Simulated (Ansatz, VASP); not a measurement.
# C in VASP and in Ansatz

Contents of INCAR:

```
SYSTEM = C
  PREC = Accurate
  ENCUT = 600
  EDIFF = 1E-6
  ISMEAR = 0
  SIGMA = 0.05
  LREAL = .False.
  LASPH = .True.
  NELM = 120
  ALGO = Normal
  ISIF = 2
  LWAVE = .False.
  LCHARG = .False.
  GGA = PE
  NBANDS = 21
  GGA_COMPAT = .False.
```

The input KPOINTS:

```
regular mesh
0
Gamma
  12 12 4
  0 0 0
```

The input POSCAR:

```
C
1.0
    2.5254132897      0.0000000000      0.0000000000
   -1.2627066449      2.1870720640      0.0000000000
    0.0000000000      0.0000000000      6.1859739495
C
6
Direct
    0.6666666667      0.3333333333      0.1666666667
    0.3333333333      0.6666666667      0.0833333333
    0.3333333333      0.6666666667      0.8333333333
    0.6666666667      0.3333333333      0.4166666667
    1.0000000000      1.0000000000      0.7500000000
    0.0000000000      1.0000000000      0.5000000000
```

Input for Ansatz:

```yaml
crystal:
  lattice:
    - [2.5254132897, 0.0, 0.0]
    - [-1.2627066449, 2.187072064, 0.0]
    - [0.0, 0.0, 6.1859739495]
  atoms:
    - { symbol: C, position: [0.6666666667, 0.3333333333, 0.1666666667] }
    - { symbol: C, position: [0.3333333333, 0.6666666667, 0.0833333333] }
    - { symbol: C, position: [0.3333333333, 0.6666666667, 0.8333333333] }
    - { symbol: C, position: [0.6666666667, 0.3333333333, 0.4166666667] }
    - { symbol: C, position: [1.0, 1.0, 0.75] }
    - { symbol: C, position: [0.0, 1.0, 0.5] }
basis:
  ecutwfc: 420
kpoints:
  mp_grid: { grid: [12, 12, 4] }
hamiltonian:
  xc: pbe
scf:
  occupations: { method: gaussian, width: 0.05 }
output:
  forces: true
  stress: true
  eigenvalues: true
```

Alike in both runs: task single point; functional PBE; k mesh 12 × 12 × 4; occupations gaussian, width 0.05 eV; no spin polarisation.

```csv
,VASP,Ansatz
version,VASP 6.6.1,Ansatz 0.2.0
potentials or method,"VASP PAW PBE potentials, release 64 (C), cutoff 600 eV","scalar-relativistic, plane waves, PAW"
valence electrons in the cell,24,24
```

|  | VASP | Ansatz | Ansatz less VASP |
| --- | --- | --- | --- |
| gap on the k mesh at the Fermi level (eV) | 4.19 | 4.20 | +0.007 |
| least direct gap on the mesh (eV) | 5.58 | 5.58 | +0.003 |
| pressure (GPa) | 0.0 | 0.0 | +0.01 |
